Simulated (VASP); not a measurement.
## HgTe (Coloradoite): single point with r2SCAN+D4

HgTe (Coloradoite):

```
CELL_PARAMETERS angstrom
0.00000 3.27755 3.27755
3.27755 0.00000 3.27755
3.27755 3.27755 0.00000
ATOMIC_POSITIONS crystal
Hg 0.00000 0.00000 0.00000
Te 0.75000 0.75000 0.75000
```

| Item | Value |
| --- | --- |
| Program | VASP 6.6.1 |
| Task | single point |
| Functional | r2SCAN |
| Dispersion | D4 |
| Potentials or basis | VASP PAW PBE potentials, release 64 (Hg, Te) |
| Cutoff | 520 eV |
| k mesh | 7 × 7 × 7 |
| Occupations | fermi-dirac, width 0.05 eV |
| Spin | no spin polarisation |

```
Pressure                   : -0.1 GPa
Band gap on the k mesh     : zero (filled and empty bands touch)
Dispersion energy per atom : -0.130 eV
```

Levels at points of the mesh, in eV from the Fermi level:
```tsv
k point	band 7	band 8	band 9	band 10	band 11	band 12
(0.00, 0.00, 0.00)	-0.57	-0.04	-0.04	-0.04	4.60	4.60
```

Wall time 2 min on 1 thread of AMD EPYC 7R43 64-Core Processor (Zen 3), on a shared host, peak memory 0.19 GiB.

Caveat: the PAW data sets were made with another functional, which shifts forces and pressure a little; spin-orbit coupling is left out, which moves the levels of the heavy elements; pairwise dispersion overbinds metals, which lowers pressure and volume.
